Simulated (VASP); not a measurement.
Here is a VASP 6.6.1 calculation.

The input POSCAR:

```
Lu
1.0
    5.4268017950      0.0000000000      0.0000000000
   -2.7134008975      4.6997482158      0.0000000000
    0.0000000000      0.0000000000      3.3991886333
Lu
3
Direct
    0.0000000000      0.0000000000      0.0000000000
    0.3333333333      0.6666666667      0.5000000000
    0.6666666667      0.3333333333      0.5000000000
```

INCAR.step1

```
SYSTEM = Lu
PREC     = Accurate       ! precision mode
ENCUT    = 520            ! plane-wave cutoff, eV
ISMEAR   = -1             ! smearing method
SIGMA    = 0.1            ! smearing width, eV
LREAL    = .False.        ! projectors in reciprocal space
LASPH    = .True.         ! aspherical terms in the spheres
NELM     = 80             ! most SCF steps
NBANDS   = 44             ! bands
GGA      = PE             ! functional
ALGO     = Normal         ! electronic algorithm
EDIFF    = 1E-4           ! SCF threshold, eV
LWAVE    = .True.         ! write WAVECAR
LCHARG   = .False.        ! write CHGCAR
```

INCAR.step2

```
SYSTEM = Lu
PREC     = Accurate       ! precision mode
ENCUT    = 520            ! plane-wave cutoff, eV
EDIFF    = 1E-6           ! SCF threshold, eV
ISMEAR   = -1             ! smearing method
SIGMA    = 0.1            ! smearing width, eV
LREAL    = .False.        ! projectors in reciprocal space
LASPH    = .True.         ! aspherical terms in the spheres
NELM     = 80             ! most SCF steps
ALGO     = Normal         ! electronic algorithm
ISIF     = 2              ! what is computed and relaxed
LWAVE    = .False.        ! write WAVECAR
LCHARG   = .False.        ! write CHGCAR
METAGGA  = R2SCAN         ! meta-GGA
LMIXTAU  = .True.       
NBANDS   = 44             ! bands
ISTART   = 1
```

The input KPOINTS:

```
regular mesh
0
Gamma
  7 7 9
  0 0 0
```

Potentials or basis: VASP PAW PBE potentials, release 64 (Lu).

Run with:

```sh
$ cat potpaw_PBE.64/Lu/POTCAR > POTCAR
$ cp INCAR.step1 INCAR
$ mpirun -np 1 vasp_std > vasp.out
$ cp INCAR.step2 INCAR
$ mpirun -np 1 vasp_std > vasp.out
```

Q: What does it give for the pressure?

A: 0.3 GPa.

Q: Estimate the band gap on the k mesh.

A: Zero (an odd number of electrons rules out a gap without spin polarisation).

Caveat: the PAW data sets were made with another functional, which shifts forces and pressure a little; spin-orbit coupling is left out, which moves the levels of the heavy elements.
